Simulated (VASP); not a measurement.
# Au in VASP: single point with r2SCAN

Aim: the single point of Au with r2SCAN.

Program: VASP 6.6.1. These are calculated values, not measurements. Logs are shortened: lines on timing, memory, paths and dates and some standing lists are left out, and cuts for length are marked.

### 1 The cell of the first run

The typed cell holds 1 atom: a = 2.953 Å, b = 2.953 Å, c = 2.953 Å, α = 120.00°, β = 120.00°, γ = 90.01°.

### 2 Single point, r2SCAN

Input file POSCAR:

```
Au
1.0
   -1.4765331559      1.4765331559      2.0878178824
    1.4765331559     -1.4765331559      2.0878178824
    1.4765331559      1.4765331559     -2.0878178824
Au
1
Direct
    0.0000000000      0.0000000000      0.0000000000
```

Input file INCAR.step1:

```
SYSTEM = Au
ALGO = Normal ; EDIFF = 1E-4
ENCUT = 520 ; GGA = PE
ISMEAR = 0 ; LASPH = .TRUE.
LCHARG = .FALSE. ; LREAL = .FALSE.
LWAVE = .TRUE. ; NBANDS = 12
NELM = 80 ; PREC = Accurate
SIGMA = 0.15
```

Input file INCAR.step2:

```
SYSTEM = Au
ALGO = Normal ; EDIFF = 1E-6
ENCUT = 520 ; ISIF = 2
ISMEAR = 0 ; ISTART = 1
LASPH = .TRUE. ; LCHARG = .FALSE.
LMIXTAU = .TRUE. ; LREAL = .FALSE.
LWAVE = .FALSE. ; METAGGA = R2SCAN
NBANDS = 12 ; NELM = 80
PREC = Accurate ; SIGMA = 0.15
```

Input file KPOINTS:

```
k-points
0
G
  22 22 22
  0 0 0
```

Potentials or basis: VASP PAW PBE potentials, release 64 (Au).

Launch:

```bash
$ cat potpaw_PBE.64/Au/POTCAR > POTCAR
$ cp INCAR.step1 INCAR
$ mpirun -np 1 vasp_std > vasp.out
$ cp INCAR.step2 INCAR
$ mpirun -np 1 vasp_std > vasp.out
```

OUTCAR:

```text
SYSTEM = Au
   EDIFF = 1E-6
   ENCUT = 520
   ISIF = 2
   ISMEAR = 0
   ISTART = 1
   LASPH = .TRUE.
   LREAL = .FALSE.
   METAGGA = R2SCAN
   NELM = 80
   PREC = Accurate

 ion  position               nearest neighbor table
   1  0.000  0.000  0.000-

  LATTYP: Found a body centered tetragonal cell.
 ALAT       =     2.9530663118
 C/A-ratio  =     1.4140000000

  Lattice vectors:

 A1 = (  -1.4765331559,   1.4765331559,   2.0878178824)
 A2 = (   1.4765331559,  -1.4765331559,   2.0878178824)
 A3 = (   1.4765331559,   1.4765331559,  -2.0878178824)

Analysis of symmetry for initial positions (statically):
=====================================================================
 Subroutine PRICEL returns:
 Original cell was already a primitive cell.

 Routine SETGRP: Setting up the symmetry group for a
 body centered tetragonal supercell.

 Subroutine GETGRP returns: Found 16 space group operations
 (whereof 16 operations were pure point group operations)
 out of a pool of 16 trial point group operations.

The static configuration has the point symmetry D_4h.

Analysis of symmetry for dynamics (positions and initial velocities):
=====================================================================
 Subroutine PRICEL returns:
 Original cell was already a primitive cell.

 Routine SETGRP: Setting up the symmetry group for a
 body centered tetragonal supercell.

 Subroutine GETGRP returns: Found 16 space group operations
 (whereof 16 operations were pure point group operations)
 out of a pool of 16 trial point group operations.

The dynamic configuration has the point symmetry D_4h.

 Subroutine INISYM returns: Found 16 space group operations
 (whereof 16 operations are pure point group operations),
 and found     1 'primitive' translations

----------------------------------------------------------------------------------------

                                     Primitive cell

  volume of cell :      18.2070

  direct lattice vectors                    reciprocal lattice vectors
    -1.476533156  1.476533156  2.087817882     0.000000000  0.338631068  0.239484490
     1.476533156 -1.476533156  2.087817882     0.338631068  0.000000000  0.239484490
     1.476533156  1.476533156 -2.087817882     0.338631068  0.338631068  0.000000000

  length of vectors
     2.952843347  2.952843347  2.952843347     0.414757545  0.414757545  0.478896649

  position of ions in fractional coordinates (direct lattice)
     0.000000000  0.000000000  0.000000000

  ion indices of the primitive-cell ions
   primitive index   ion index
                 1           1

----------------------------------------------------------------------------------------

 KPOINTS: k-points

Automatic generation of k-mesh.
 Grid dimensions read from file:
 generate k-points for:   22   22   22

 Generating k-lattice:

  Cartesian coordinates                     Fractional coordinates (reciprocal lattice)
     0.000000000  0.015392321  0.010885659     0.045454545 -0.000000000  0.000000000
     0.015392321  0.000000000  0.010885659    -0.000000000  0.045454545  0.000000000
     0.015392321  0.015392321  0.000000000     0.000000000  0.000000000  0.045454545

  Length of vectors
     0.018852616  0.018852616  0.021768030

  Shift w.r.t. Gamma in fractional coordinates (k-lattice)
     0.000000000  0.000000000  0.000000000

 Subroutine IBZKPT returns following result:
 ===========================================

 Found    834 irreducible k-points:

 Following reciprocal coordinates:
            Coordinates               Weight
  0.000000  0.000000  0.000000      1.000000
  0.045455  0.000000 -0.000000      8.000000
  0.090909  0.000000 -0.000000      8.000000
  0.136364  0.000000 -0.000000      8.000000
  0.181818  0.000000  0.000000      8.000000
  0.227273  0.000000 -0.000000      8.000000
[... 16 lines left out ...]
  0.500000  0.045455 -0.000000     16.000000
 -0.454545  0.045455  0.000000     16.000000
 [... further k-points ...]
   k-points           NKPTS =    834   k-points in BZ     NKDIM =    834   number of bands    NBANDS=     12
   number of dos      NEDOS =    301   number of ions     NIONS =      1
   total plane-waves  NPLWV =  13824
   dimension x,y,z NGX =    24 NGY =   24 NGZ =   24
   dimension x,y,z NGXF=    48 NGYF=   48 NGZF=   48
   ions per type =               1
   NGX,Y,Z   is equivalent  to a cutoff of  13.51, 13.51, 13.51 a.u.
   NGXF,Y,Z  is equivalent  to a cutoff of  27.02, 27.02, 27.02 a.u.
 SYSTEM =  Au
   PREC   = accura    normal or accurate (medium, high low for compatibility)
   ISTART =      1    job   : 0-new  1-cont  2-samecut
   ICHARG =      0    charge: 1-file 2-atom 10-const
   ISPIN  =      1    spin polarized calculation?
   LNONCOLLINEAR =      F non collinear calculations
   LSORBIT =      F    spin-orbit coupling
   LASPH  =      T    aspherical Exc in radial PAW
   ENCUT  =  520.0 eV  38.22 Ry    6.18 a.u.   5.49  5.49  5.49*2*pi/ulx,y,z
   NELM   =     80;   NELMIN=  2; NELMDL=  0     # of ELM steps
   EDIFF  = 0.1E-05   stopping-criterion for ELM
   LREAL  =      F    real-space projection
   EDIFFG = 0.1E-04   stopping-criterion for IOM
   NSW    =      0    number of steps for IOM
   IBRION =     -1    ionic relax: 0-MD 1-quasi-New 2-CG
   NFREE  =      0    steps in history (QN), initial steepest desc. (CG)
   ISIF   =      2    stress and relaxation
   ISYM   =      2    0-nonsym 1-usesym 2-fastsym
   POTIM  = 0.5000    time-step for ionic-motion
   TEBEG  =    0.0;   TEEND  =   0.0 temperature during run
   PSTRESS=    0.0 pullay stress
   NELECT =      11.0000    total number of electrons
   NUPDOWN=      -1.0000    fix difference up-down
   EMIN   =  10.00;   EMAX   =-10.00  energy-range for DOS
   EFERMI =   0.00;   METHOD = LEGACY
   ISMEAR =     0;   SIGMA  =   0.15  broadening in eV -4-tet -1-fermi 0-gaus
   EFERMI_NEDOS =   21; number of points for ismear=-14 and -15
   IALGO  =     38    algorithm
   IMIX   =      4    mixing-type and parameters
     AMIX     =   0.40;   BMIX     =  1.00
     AMIX_MAG =   1.60;   BMIX_MAG =  1.00
  volume/ion in A,a.u.               =      18.21       122.87
  Fermi-wavevector in a.u.,A,eV,Ry     =   1.383968  2.615320 26.060157  1.915367
  Thomas-Fermi vector in A             =   2.508516
   LORBIT       =      0    0 simple, 1 ext, 2 COOP (PROOUT), +10 PAW based schemes
   METAGGA = R2SCAN    functional components
   LHFCALC =     F    Hartree Fock is set to
   AEXX    =    0.0000 exact exchange contribution
   IVDW    =     0    specifies the selected vdW correction
   LEPSILON=     F    determine dielectric tensor
   LRPA    =     F    only Hartree local field effects (RPA)
 non-spin polarized calculation
 Gauss-broadening in eV      SIGMA  =   0.15
  energy-cutoff  :      520.00
  volume of cell :       18.21
 maximum number of plane-waves:       531
 NGX is ok and might be reduce to    24
   NGX = 11   NGY = 11   NGZ = 11

 number of electron      11.0000001 magnetization

 Free energy of the ion-electron system (eV)
  ---------------------------------------------------
  ext. energy  EPLUGINS =         0.00000000
  ---------------------------------------------------
  free energy    TOTEN  =       -50.58793496 eV

  energy without entropy =      -50.58551897  energy(sigma->0) =      -50.58672696

 E-fermi :   8.2669     XC(G=0): -13.1624

 val. band max:        8.2445585233   @ k =  -0.3636  -0.4545   0.3636
 cond. band min:       8.2791815710   @ k =  -0.3636   0.3636   0.1364
 fundamental gap:      0.0346230477
 Fermi energy:         8.2668617556

 k-point     1 :       0.0000    0.0000    0.0000
  band No.  band energies     occupation
      1      -1.1167      2.00000
      2       3.6678      2.00000
      3       3.6678      2.00000
      4       3.6691      2.00000
      5       5.0287      2.00000
      6       5.0300      2.00000
      7      23.6519      0.00000
      8      27.3314      0.00000
      9      27.3314      0.00000
     10      27.3335      0.00000
     11      32.3793      0.00000
     12      36.1669      0.00000

 k-point     2 :       0.0455    0.0000   -0.0000
  band No.  band energies     occupation
      1      -1.0460      2.00000
      2       3.6473      2.00000
      3       3.6914      2.00000
      4       3.6922      2.00000
      5       5.0186      2.00000
      6       5.0199      2.00000
      7      23.7257      0.00000
      8      26.8194      0.00000
      9      27.4034      0.00000
     10      27.4048      0.00000
     11      32.7824      0.00000
     12      35.2214      0.00000

 k-point     3 :       0.0909    0.0000   -0.0000
  band No.  band energies     occupation
      1      -0.8375      2.00000
      2       3.5914      2.00000
      3       3.7561      2.00000
      4       3.7570      2.00000
      5       4.9948      2.00000
      6       4.9961      2.00000
      7      23.8966      0.00000
      8      25.6655      0.00000
      9      27.6081      0.00000
     10      27.6094      0.00000
     11      32.7635      0.00000
     12      34.8243      0.00000

 k-point     4 :       0.1364    0.0000   -0.0000
  band No.  band energies     occupation
      1      -0.5038      2.00000
      2       3.5219      2.00000
      3       3.8420      2.00000
      4       3.8429      2.00000
      5       4.9788      2.00000
      6       4.9798      2.00000
      7      23.6555      0.00000
      8      24.6947      0.00000
      9      27.9058      0.00000
     10      27.9071      0.00000
     11      31.6436      0.00000
     12      33.7483      0.00000

 k-point     5 :       0.1818    0.0000    0.0000
  band No.  band energies     occupation
      1      -0.0727      2.00000
      2       3.4784      2.00000
      3       3.9137      2.00000
      4       3.9146      2.00000
      5       5.0065      2.00000
      6       5.0073      2.00000
      7      22.1965      0.00000
      8      24.7193      0.00000
      9      28.2071      0.00000
     10      28.2084      0.00000
     11      30.7403      0.00000
     12      32.7132      0.00000
[... 228 lines left out ...]
      1       1.3273      2.00000
      2       3.6505      2.00000
      3       3.7014      2.00000
      4       5.6838      2.00000
      5       5.9357      2.00000
      6       6.9524      2.00000
      7      12.7278      0.00000
      8      23.3254      0.00000
      9      25.3272      0.00000
     10      26.2150      0.00000
     11      32.7746      0.00000
     12      33.0295      0.00000

 k-point    22 :       0.4545    0.0455    0.0000
  band No.  band energies     occupation
      1       1.3253      2.00000
      2       3.6108      2.00000
      3       3.6719      2.00000
      4       5.8845      2.00000
      5       6.0840      2.00000
      6       7.8140      1.99998
      7      11.4284      0.00000
      8      23.1823      0.00000
      9      25.2254      0.00000
     10      25.7184      0.00000
     11      33.1592      0.00000
     12      33.2147      0.00000

 k-point    23 :       0.5000    0.0455   -0.0000
  band No.  band energies     occupation
      1       1.3241      2.00000
      2       3.6006      2.00000
      3       3.6722      2.00000
      4       5.8733      2.00000
      5       6.1454      2.00000
      6       8.0078      1.98541
      7      11.1727      0.00000
      8      23.1656      0.00000
      9      25.3667      0.00000
     10      25.4761      0.00000
     11      33.2080      0.00000
     12      33.2926      0.00000

 k-point    24 :      -0.4545    0.0455    0.0000
  band No.  band energies     occupation
      1       1.3266      2.00000
      2       3.6217      2.00000
      3       3.7018      2.00000
      4       5.6875      2.00000
      5       6.1125      2.00000
      6       7.2251      2.00000
      7      12.2332      0.00000
      8      23.2773      0.00000
      9      25.4866      0.00000
     10      25.7553      0.00000
     11      33.0382      0.00000
     12      33.1762      0.00000

 [... further k-points ...]
[... 5 lines left out ...]
  --------------------------------------------------------------------------------------
  -------------------------------------------------------------------------------------
  Total       -0.5607788     -0.5607788     -0.5602736      0.0000000     -0.0000000      0.0000000
  in kB      -49.3472758    -49.3472758    -49.3028200      0.0000000     -0.0000000      0.0000000
  external PRESSURE =     -49.3324572 kB  Pullay stress =       0.0000000 kB

 VOLUME and BASIS-vectors are now :
 -----------------------------------------------------------------------------
  energy-cutoff  :      520.00
  volume of cell :       18.21
      direct lattice vectors                 reciprocal lattice vectors
    -1.476533156  1.476533156  2.087817882     0.000000000  0.338631068  0.239484490
     1.476533156 -1.476533156  2.087817882     0.338631068  0.000000000  0.239484490
     1.476533156  1.476533156 -2.087817882     0.338631068  0.338631068  0.000000000

 POSITION                                       TOTAL-FORCE (eV/Angst)
 -----------------------------------------------------------------------------------
      0.00000      0.00000      0.00000        -0.000000     -0.000000     -0.000000
 -----------------------------------------------------------------------------------
    total drift:                                0.000000      0.000000      0.000000

  FREE ENERGIE OF THE ION-ELECTRON SYSTEM (eV)
  ---------------------------------------------------
  free  energy   TOTEN  =       -50.5879349597 eV

  energy  without entropy=      -50.5855189678  energy(sigma->0) =      -50.58672696
```

It took 9.1 min on 1 thread of AMD EPYC 9R45 (Zen 5), shared host; peak memory 0.27 GiB.

Results:

```
Free energy            : -50.5879 eV
Pressure               : -4.9 GPa
Band gap on the k mesh : zero (an odd number of electrons rules out a gap without spin polarisation)
```

Levels at points of the mesh, in eV from the Fermi level:
| k point | band 3 | band 4 | band 5 | band 6 | band 7 | band 8 | band 9 | band 10 |
| --- | --- | --- | --- | --- | --- | --- | --- | --- |
| (0.00, 0.00, 0.00) | -4.60 | -4.60 | -3.24 | -3.24 | 15.39 | 19.06 | 19.06 | 19.07 |
| (0.50, 0.00, 0.00) | -4.64 | -2.12 | -2.12 | -0.49 | 2.82 | 14.85 | 17.38 | 17.38 |
| (0.50, 0.50, 0.00) | -2.18 | -1.82 | -1.82 | 1.38 | 5.46 | 10.32 | 10.32 | 17.32 |
| (0.50, 0.50, 0.50) | -2.18 | -1.82 | -1.82 | 1.38 | 5.47 | 10.31 | 10.31 | 17.31 |

Caveat: the cell stands under tension; the PAW data sets were made with another functional, which shifts forces and pressure a little; spin-orbit coupling is left out, which moves the levels of the heavy elements.
